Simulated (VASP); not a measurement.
# Nb (I4/mmm) in VASP: notebook

The runs below take Nb through single point, with r2SCAN.

All numbers are computed with VASP 6.6.1; they aren't measurements. Logs are shortened: lines on timing, memory, paths and dates and some standing lists are left out, and cuts for length are marked.

## 1. The cell of the first run

The structure is tetragonal, space group I4/mmm (No. 139). Conventional cell: a = 3.066 Å, b = 3.066 Å, c = 4.019 Å, α = 90.00°, β = 90.00°, γ = 90.00°. Within 3.9 Å of Nb (site symmetry 4/mmm) lie 12 Nb at 2.96 to 3.07 Å.

## 2. Single point, r2SCAN (strain +0.025 along x and y, -0.050 along z)

Input file POSCAR:

```
Nb
1.0
    0.0000000000      2.1678750000      2.0092500000
    2.1678750000      0.0000000000      2.0092500000
    2.1678750000      2.1678750000      0.0000000000
Nb
1
Direct
    0.0000000000      0.0000000000      0.0000000000
```

Input file INCAR.step1:

```
ALGO     = Normal         # electronic algorithm
EDIFF    = 1E-4           # SCF threshold, eV
ENCUT    = 520            # plane-wave cutoff, eV
GGA      = PE             # functional
ISMEAR   = 0              # smearing method
LASPH    = True           # aspherical terms in the spheres
LCHARG   = False          # write CHGCAR
LREAL    = False          # projectors in reciprocal space
LWAVE    = True           # write WAVECAR
NBANDS   = 12             # bands
NELM     = 60             # most SCF steps
PREC     = Accurate       # precision mode
SIGMA    = 0.15           # smearing width, eV
```

Input file INCAR.step2:

```
ALGO     = Normal         # electronic algorithm
EDIFF    = 1E-6           # SCF threshold, eV
ENCUT    = 520            # plane-wave cutoff, eV
ISIF     = 2              # what is computed and relaxed
ISMEAR   = 0              # smearing method
ISTART   = 1            
LASPH    = True           # aspherical terms in the spheres
LCHARG   = False          # write CHGCAR
LMIXTAU  = True         
LREAL    = False          # projectors in reciprocal space
LWAVE    = False          # write WAVECAR
METAGGA  = R2SCAN         # meta-GGA
NBANDS   = 12             # bands
NELM     = 60             # most SCF steps
PREC     = Accurate       # precision mode
SIGMA    = 0.15           # smearing width, eV
```

Input file KPOINTS:

```
k-points
0
Gamma
  20 20 20
```

Potentials or basis: VASP PAW PBE potentials, release 64 (Nb_sv).

Started as:

```
$ cat potpaw_PBE.64/Nb_sv/POTCAR > POTCAR
$ cp INCAR.step1 INCAR
$ mpirun -np 1 vasp_std > vasp.out
$ cp INCAR.step2 INCAR
$ mpirun -np 1 vasp_std > vasp.out
```

OUTCAR:

```text
EDIFF = 1E-6
   ENCUT = 520
   ISIF = 2
   ISMEAR = 0
   ISTART = 1
   LASPH = True
   LREAL = False
   METAGGA = R2SCAN
   NELM = 60
   PREC = Accurate

 ion  position               nearest neighbor table
   1  0.000  0.000  0.000-

  LATTYP: Found a body centered tetragonal cell.
 ALAT       =     3.0658382265
 C/A-ratio  =     1.3107345212

  Lattice vectors:

 A1 = (   0.0000000000,  -2.1678750000,  -2.0092500000)
 A2 = (   0.0000000000,   2.1678750000,  -2.0092500000)
 A3 = (   2.1678750000,   0.0000000000,   2.0092500000)

Analysis of symmetry for initial positions (statically):
=====================================================================
 Subroutine PRICEL returns:
 Original cell was already a primitive cell.

 Routine SETGRP: Setting up the symmetry group for a
 body centered tetragonal supercell.

 Subroutine GETGRP returns: Found 16 space group operations
 (whereof 16 operations were pure point group operations)
 out of a pool of 16 trial point group operations.

The static configuration has the point symmetry D_4h.

Analysis of symmetry for dynamics (positions and initial velocities):
=====================================================================
 Subroutine PRICEL returns:
 Original cell was already a primitive cell.

 Routine SETGRP: Setting up the symmetry group for a
 body centered tetragonal supercell.

 Subroutine GETGRP returns: Found 16 space group operations
 (whereof 16 operations were pure point group operations)
 out of a pool of 16 trial point group operations.

The dynamic configuration has the point symmetry D_4h.

 Subroutine INISYM returns: Found 16 space group operations
 (whereof 16 operations are pure point group operations),
 and found     1 'primitive' translations

----------------------------------------------------------------------------------------

                                     Primitive cell

  volume of cell :      18.8857

  direct lattice vectors                    reciprocal lattice vectors
     0.000000000  2.167875000  2.009250000    -0.230640604  0.230640604  0.248849073
     2.167875000  0.000000000  2.009250000     0.230640604 -0.230640604  0.248849073
     2.167875000  2.167875000  0.000000000     0.230640604  0.230640604 -0.248849073

  length of vectors
     2.955802358  2.955802358  3.065838227     0.410263376  0.410263376  0.410263376

  position of ions in fractional coordinates (direct lattice)
     0.000000000  0.000000000  0.000000000

  ion indices of the primitive-cell ions
   primitive index   ion index
                 1           1

----------------------------------------------------------------------------------------

 KPOINTS: k-points

Automatic generation of k-mesh.
 Grid dimensions read from file:
 generate k-points for:   20   20   20

 Generating k-lattice:

  Cartesian coordinates                     Fractional coordinates (reciprocal lattice)
    -0.011532030  0.011532030  0.012442454     0.050000000  0.000000000  0.000000000
     0.011532030 -0.011532030  0.012442454     0.000000000  0.050000000  0.000000000
     0.011532030  0.011532030 -0.012442454     0.000000000  0.000000000  0.050000000

  Length of vectors
     0.020513169  0.020513169  0.020513169

  Shift w.r.t. Gamma in fractional coordinates (k-lattice)
     0.000000000  0.000000000  0.000000000

 Subroutine IBZKPT returns following result:
 ===========================================

 Found    641 irreducible k-points:

 Following reciprocal coordinates:
            Coordinates               Weight
  0.000000  0.000000  0.000000      1.000000
  0.050000 -0.000000  0.000000      8.000000
  0.100000 -0.000000  0.000000      8.000000
  0.150000 -0.000000  0.000000      8.000000
  0.200000 -0.000000  0.000000      8.000000
  0.250000  0.000000  0.000000      8.000000
[... 16 lines left out ...]
 -0.400000  0.050000  0.000000      8.000000
 -0.350000  0.050000  0.000000      8.000000
 [... further k-points ...]
   k-points           NKPTS =    641   k-points in BZ     NKDIM =    641   number of bands    NBANDS=     12
   number of dos      NEDOS =    301   number of ions     NIONS =      1
   total plane-waves  NPLWV =  13824
   dimension x,y,z NGX =    24 NGY =   24 NGZ =   24
   dimension x,y,z NGXF=    48 NGYF=   48 NGZF=   48
   ions per type =               1
   NGX,Y,Z   is equivalent  to a cutoff of  13.50, 13.50, 13.01 a.u.
   NGXF,Y,Z  is equivalent  to a cutoff of  27.00, 27.00, 26.03 a.u.
 SYSTEM =  unknown system
   PREC   = accura    normal or accurate (medium, high low for compatibility)
   ISTART =      1    job   : 0-new  1-cont  2-samecut
   ICHARG =      0    charge: 1-file 2-atom 10-const
   ISPIN  =      1    spin polarized calculation?
   LNONCOLLINEAR =      F non collinear calculations
   LSORBIT =      F    spin-orbit coupling
   LASPH  =      T    aspherical Exc in radial PAW
   ENCUT  =  520.0 eV  38.22 Ry    6.18 a.u.   5.50  5.50  5.70*2*pi/ulx,y,z
   NELM   =     60;   NELMIN=  2; NELMDL=  0     # of ELM steps
   EDIFF  = 0.1E-05   stopping-criterion for ELM
   LREAL  =      F    real-space projection
   EDIFFG = 0.1E-04   stopping-criterion for IOM
   NSW    =      0    number of steps for IOM
   IBRION =     -1    ionic relax: 0-MD 1-quasi-New 2-CG
   NFREE  =      0    steps in history (QN), initial steepest desc. (CG)
   ISIF   =      2    stress and relaxation
   ISYM   =      2    0-nonsym 1-usesym 2-fastsym
   POTIM  = 0.5000    time-step for ionic-motion
   TEBEG  =    0.0;   TEEND  =   0.0 temperature during run
   PSTRESS=    0.0 pullay stress
   NELECT =      13.0000    total number of electrons
   NUPDOWN=      -1.0000    fix difference up-down
   EMIN   =  10.00;   EMAX   =-10.00  energy-range for DOS
   EFERMI =   0.00;   METHOD = LEGACY
   ISMEAR =     0;   SIGMA  =   0.15  broadening in eV -4-tet -1-fermi 0-gaus
   EFERMI_NEDOS =   21; number of points for ismear=-14 and -15
   IALGO  =     38    algorithm
   IMIX   =      4    mixing-type and parameters
     AMIX     =   0.40;   BMIX     =  1.00
     AMIX_MAG =   1.60;   BMIX_MAG =  1.00
  volume/ion in A,a.u.               =      18.89       127.45
  Fermi-wavevector in a.u.,A,eV,Ry     =   1.445479  2.731559 28.428144  2.089410
  Thomas-Fermi vector in A             =   2.563656
   LORBIT       =      0    0 simple, 1 ext, 2 COOP (PROOUT), +10 PAW based schemes
   METAGGA = R2SCAN    functional components
   LHFCALC =     F    Hartree Fock is set to
   AEXX    =    0.0000 exact exchange contribution
   IVDW    =     0    specifies the selected vdW correction
   LEPSILON=     F    determine dielectric tensor
   LRPA    =     F    only Hartree local field effects (RPA)
 non-spin polarized calculation
 Gauss-broadening in eV      SIGMA  =   0.15
  energy-cutoff  :      520.00
  volume of cell :       18.89
 maximum number of plane-waves:       521
 NGX is ok and might be reduce to    24
   NGX = 11   NGY = 11   NGZ = 11

 number of electron      13.0000000 magnetization

 Free energy of the ion-electron system (eV)
  ---------------------------------------------------
  ext. energy  EPLUGINS =         0.00000000
  ---------------------------------------------------
  free energy    TOTEN  =       -24.57312344 eV

  energy without entropy =      -24.55800077  energy(sigma->0) =      -24.56556211

 E-fermi :  10.8162     XC(G=0): -13.3456

 val. band max:       10.8150319646   @ k =   0.1000   0.0500   0.0000
 cond. band min:      10.8285144951   @ k =   0.0500   0.0500   0.0000
 fundamental gap:      0.0134825305
 Fermi energy:        10.8161593406

 k-point     1 :       0.0000    0.0000    0.0000
  band No.  band energies     occupation
      1     -45.7468      2.00000
      2     -20.3925      2.00000
      3     -20.3925      2.00000
      4     -20.3891      2.00000
      5       4.2873      2.00000
      6      10.7567      1.42512
      7      10.7567      1.42512
      8      11.6903      0.00000
      9      13.1736      0.00000
     10      14.3505      0.00000
     11      23.2095      0.00000
     12      27.5071      0.00000

 k-point     2 :       0.0500   -0.0000    0.0000
  band No.  band energies     occupation
      1     -45.7418      2.00000
      2     -20.4240      2.00000
      3     -20.3981      2.00000
      4     -20.3927      2.00000
      5       4.3852      2.00000
      6      10.7289      1.58928
      7      10.7999      1.12206
      8      11.6798      0.00000
      9      13.1462      0.00000
     10      14.2982      0.00000
     11      23.4091      0.00000
     12      27.3494      0.00000

 k-point     3 :       0.1000   -0.0000    0.0000
  band No.  band energies     occupation
      1     -45.7273      2.00000
      2     -20.5182      2.00000
      3     -20.4142      2.00000
      4     -20.3998      2.00000
      5       4.6694      2.00000
      6      10.6189      1.93709
      7      10.9105      0.37398
      8      11.6933      0.00000
      9      13.0919      0.00000
     10      14.1639      0.00000
     11      23.9579      0.00000
     12      26.7722      0.00000
[... 286 lines left out ...]
 k-point    23 :      -0.4000    0.0500    0.0000
  band No.  band energies     occupation
      1     -45.5512      2.00000
      2     -21.5444      2.00000
      3     -20.5976      2.00000
      4     -20.5141      2.00000
      5       6.9467      2.00000
      6      10.5301      1.99301
      7      11.1142      0.00496
      8      11.7280      0.00000
      9      15.3215      0.00000
     10      15.5626      0.00000
     11      22.1803      0.00000
     12      23.8334      0.00000

 k-point    24 :      -0.3500    0.0500    0.0000
  band No.  band energies     occupation
      1     -45.5726      2.00000
      2     -21.4244      2.00000
      3     -20.5714      2.00000
      4     -20.5094      2.00000
      5       6.9147      2.00000
      6      10.6622      1.85328
      7      10.7815      1.25619
      8      11.5773      0.00000
      9      14.6904      0.00000
     10      15.2475      0.00000
     11      22.6333      0.00000
     12      24.8485      0.00000

 [... further k-points ...]
[... 5 lines left out ...]
  --------------------------------------------------------------------------------------
  -------------------------------------------------------------------------------------
  Total        0.2646415      0.2646415     -1.6230267      0.0000000      0.0000000      0.0000000
  in kB       22.4510191     22.4510191   -137.6904431      0.0000000      0.0000000      0.0000000
  external PRESSURE =     -30.9294683 kB  Pullay stress =       0.0000000 kB

 VOLUME and BASIS-vectors are now :
 -----------------------------------------------------------------------------
  energy-cutoff  :      520.00
  volume of cell :       18.89
      direct lattice vectors                 reciprocal lattice vectors
     0.000000000  2.167875000  2.009250000    -0.230640604  0.230640604  0.248849073
     2.167875000  0.000000000  2.009250000     0.230640604 -0.230640604  0.248849073
     2.167875000  2.167875000  0.000000000     0.230640604  0.230640604 -0.248849073

 POSITION                                       TOTAL-FORCE (eV/Angst)
 -----------------------------------------------------------------------------------
      0.00000      0.00000      0.00000         0.000000      0.000000      0.000000
 -----------------------------------------------------------------------------------
    total drift:                               -0.000000     -0.000000      0.000000

  FREE ENERGIE OF THE ION-ELECTRON SYSTEM (eV)
  ---------------------------------------------------
  free  energy   TOTEN  =       -24.5731234449 eV

  energy  without entropy=      -24.5580007721  energy(sigma->0) =      -24.56556211
```

Run time: 15 min. Hardware: 1 thread of AMD EPYC 7R43 (Zen 3), shared host; peak memory 0.22 GiB.

What came out:

| Quantity | Value |
| --- | --- |
| Free energy | -24.5731 eV |
| Pressure | -3.1 GPa |

Levels at points of the mesh, in eV from the Fermi level:
```
           k point  band 3  band 4  band 5  band 6  band 7  band 8  band 9  band 10
(0.00, 0.00, 0.00)  -31.21  -31.21   -6.53   -0.06   -0.06    0.87    2.36     3.53
(0.50, 0.00, 0.00)  -31.43  -31.30   -3.97   -0.45    0.65    1.31    4.67     5.20
(0.50, 0.50, 0.00)  -31.75  -31.75   -4.13   -3.52    4.66    4.94    5.44     5.44
(0.50, 0.00, 0.50)  -31.68  -31.51   -4.13   -3.33    3.19    4.92    5.06     5.79
```

Caveat: the cell differs from its parent crystal (strain +0.025 along x and y, -0.050 along z); the PAW data sets were made with another functional, which shifts forces and pressure a little.

## 3. Single point, r2SCAN (strain +0.025 along x and y, -0.025 along z)

Input file POSCAR:

```
Nb
1.0
    0.0000000000      2.1678750000      2.0621250000
    2.1678750000      0.0000000000      2.0621250000
    2.1678750000      2.1678750000      0.0000000000
Nb
1
Direct
    0.0000000000      0.0000000000      0.0000000000
```

Edit INCAR.step1 of step 2 so:

```diff
@@ -10,3 +10,3 @@
 NBANDS   = 12             # bands
-NELM     = 60             # most SCF steps
+NELM     = 80             # most SCF steps
 PREC     = Accurate       # precision mode
```

Edit INCAR.step2 of step 2 so:

```diff
@@ -1,3 +1,3 @@
 ALGO     = Normal         # electronic algorithm
-EDIFF    = 1E-6           # SCF threshold, eV
+EDIFF    = 1E-7           # SCF threshold, eV
 ENCUT    = 520            # plane-wave cutoff, eV
@@ -13,3 +13,3 @@
 NBANDS   = 12             # bands
-NELM     = 60             # most SCF steps
+NELM     = 80             # most SCF steps
 PREC     = Accurate       # precision mode
```

KPOINTS is that of step 2.

Potentials or basis: VASP PAW PBE potentials, release 64 (Nb_sv).

Started as:

```
$ cat potpaw_PBE.64/Nb_sv/POTCAR > POTCAR
$ cp INCAR.step1 INCAR
$ mpirun -np 1 vasp_std > vasp.out
$ cp INCAR.step2 INCAR
$ mpirun -np 1 vasp_std > vasp.out
```

It took 17 min on 1 thread of AMD EPYC 7R43 (Zen 3), shared host; peak memory 0.22 GiB.

Results (log left out):

| Item | Value |
| --- | --- |
| Free energy | -24.5301 eV |
| Pressure | -6.5 GPa |

Stress tensor (GPa, compression positive):
```
 -2.75   0.00   0.00
  0.00  -2.75   0.00
  0.00   0.00 -13.96
```

Levels at points of the mesh, in eV from the Fermi level:
| k point | band 4 | band 5 | band 6 | band 7 | band 8 | band 9 |
| --- | --- | --- | --- | --- | --- | --- |
| (0.00, 0.00, 0.00) | -31.33 | -6.50 | 0.00 | 0.00 | 0.62 | 2.48 |
| (0.50, 0.00, 0.00) | -31.44 | -3.90 | -0.28 | 0.43 | 1.17 | 4.58 |
| (0.50, 0.50, 0.00) | -31.80 | -4.02 | -3.38 | 4.10 | 4.76 | 5.23 |
| (0.50, 0.00, 0.50) | -31.65 | -4.03 | -3.29 | 3.16 | 4.78 | 4.99 |

Caveat: the cell differs from its parent crystal (strain +0.025 along x and y, -0.025 along z); the PAW data sets were made with another functional, which shifts forces and pressure a little.

(Continued in part 2 of 2.)
